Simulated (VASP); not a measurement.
AlCu2:

```
CELL_PARAMETERS angstrom
2.70998 0.00000 0.00000
-1.35499 2.34691 0.00000
0.00000 0.00000 12.94703
ATOMIC_POSITIONS crystal
Al 0.33333 0.66667 0.83333
Al 0.33333 0.66667 0.16667
Cu 0.33333 0.66667 0.50000
Cu 0.66667 0.33333 0.00000
Cu 0.66667 0.33333 0.33333
Cu 0.66667 0.33333 0.66667
```

```yaml
Program: VASP 6.6.1
Task: relaxation of cell and atoms
Functional: PBE
Potentials_or_basis: VASP PAW PBE potentials, release 64 (Al, Cu)
Cutoff: 600 eV
k_mesh: 6 × 6 × 2
Occupations: gaussian, width 0.1 eV
Spin: no spin polarisation
```

At the start: pressure -5.1 GPa; volume 13.72 Å³/atom.

**Question.** Where does the relaxation end?

**Answer.** Over 11 steps the energy falls by 38.1 meV/atom and the volume is 13.24 Å³/atom (-3.5 %); space group P-6m2 (No. 187, to 0.1 Å) before and after.

The path:
| step | energy change (eV) | largest force (eV/Å) | pressure (GPa) | volume (Å³) |
| --- | --- | --- | --- | --- |
| 1 | 0.0000 | 0.1735 | -5.14 | 82.34 |
| 2 | -0.1354 | 0.1374 | 2.35 | 77.18 |
| 3 | -0.1354 | 0.1396 | 1.87 | 77.33 |
| 4 | -0.1885 | 0.0304 | 1.56 | 77.85 |
| 5 | -0.2129 | 0.2368 | 1.54 | 78.69 |
| 6 | -0.2202 | 0.1596 | 1.42 | 78.39 |
| 7 | -0.2206 | 0.1769 | 1.47 | 78.45 |
| 8 | -0.2257 | 0.0569 | -1.33 | 80.23 |
| 9 | -0.2277 | 0.0961 | -0.29 | 79.62 |
| 10 | -0.2277 | 0.0977 | -0.19 | 79.60 |
| 11 | -0.2287 | 0.0323 | 0.02 | 79.45 |

Final structure:
```
Al Cu
1.0
     2.77173    0.00000    0.00000
    -1.38587    2.40039    0.00000
     0.00000    0.00000   11.94212
Al Cu
2 4
Direct
  0.33333 0.66667 0.83214
  0.33333 0.66667 0.16786
  0.33333 0.66667 0.50000
  0.66667 0.33333 0.00000
  0.66667 0.33333 0.33336
  0.66667 0.33333 0.66664
```

Caveat: the k points lie up to 0.44 Å⁻¹ apart in the final cell, too coarse for converged energies and pressures of a metal.
